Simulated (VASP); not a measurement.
Wanted: the native input for a VASP 6.6.1 run.

| Quantity | Value |
| --- | --- |
| Task | single point |
| Functional | r2SCAN |
| Potentials or basis | VASP PAW PBE potentials, release 64 (Ba_sv, Ti_sv, O_h) |
| Cutoff | 1480 eV |
| k mesh | 6 × 6 × 6 |
| Occupations | gaussian, width 0.01 eV |
| Spin | no spin polarisation |
| Dipole correction | no |
| Further INCAR settings | ALGO = Normal; EDIFF = 1e-06; NBANDS = 28 |

BaTiO3:

```
Ba Ti O
1.0
     2.85228    1.64676    2.33882
    -2.85228    1.64676    2.33882
     0.00000   -3.29353    2.33882
Ba Ti O
1 1 3
Cartesian
  0.0000 0.0000 0.0000
  0.0000 0.0000 3.3995
  0.0000 1.6175 2.4200
  -1.4008 -0.8087 2.4200
  1.4008 -0.8087 2.4200
```

One way to write it, as run:

POSCAR

```
BaTiO3
1.0
    2.8522820325      1.6467629437      2.3388173962
   -2.8522820325      1.6467629437      2.3388173962
    0.0000000000     -3.2935258875      2.3388173962
Ba Ti O
1 1 3
Direct
    0.0000000000      0.0000000000      0.0000000000
    0.4845000000      0.4845000000      0.4845000000
    0.5086000000      0.5086000000      0.0175000000
    0.0175000000      0.5086000000      0.5086000000
    0.5086000000      0.0175000000      0.5086000000
```

INCAR.step1

```
SYSTEM = BaTiO3
PREC = Accurate
ENCUT = 1480
ISMEAR = 0
SIGMA = 0.01
LREAL = .FALSE.
LASPH = .TRUE.
NELM = 120
NBANDS = 28
GGA = PE
ALGO = Normal
EDIFF = 1E-5
LWAVE = .TRUE.
LCHARG = .FALSE.
GGA_COMPAT = .FALSE.
```

INCAR.step2

```
SYSTEM = BaTiO3
PREC = Accurate
ENCUT = 1480
EDIFF = 1E-6
ISMEAR = 0
SIGMA = 0.01
LREAL = .FALSE.
LASPH = .TRUE.
NELM = 120
ALGO = Normal
ISIF = 2
LWAVE = .FALSE.
LCHARG = .TRUE.
METAGGA = R2SCAN
LMIXTAU = .TRUE.
LELF = .TRUE.
LVHAR = .TRUE.
NBANDS = 28
ISTART = 1
GGA_COMPAT = .FALSE.
```

KPOINTS

```
Automatic mesh
0
G
  6 6 6
  0 0 0
```

Potentials or basis: VASP PAW PBE potentials, release 64 (Ba_sv, Ti_sv, O_h).

The run is started by

```bash
$ cat potpaw_PBE.64/Ba_sv/POTCAR potpaw_PBE.64/Ti_sv/POTCAR potpaw_PBE.64/O_h/POTCAR > POTCAR
$ cp INCAR.step1 INCAR
$ mpirun -np 1 vasp_std > vasp.out
$ cp INCAR.step2 INCAR
$ mpirun -np 1 vasp_std > vasp.out
```

Results of the run:

- Pressure: -0.9 GPa
- Largest force: 0.125 eV/Å
- Band gap on the k mesh: 2.71 eV (least direct gap 3.13 eV)

Caveat: the PAW data sets were made with another functional, which shifts forces and pressure a little; spin-orbit coupling is left out, which moves the levels of the heavy elements.

Run time: 12 min on 1 thread of Intel(R) Xeon(R) Platinum 8488C (Sapphire Rapids) (shared host), peak memory 0.65 GiB.
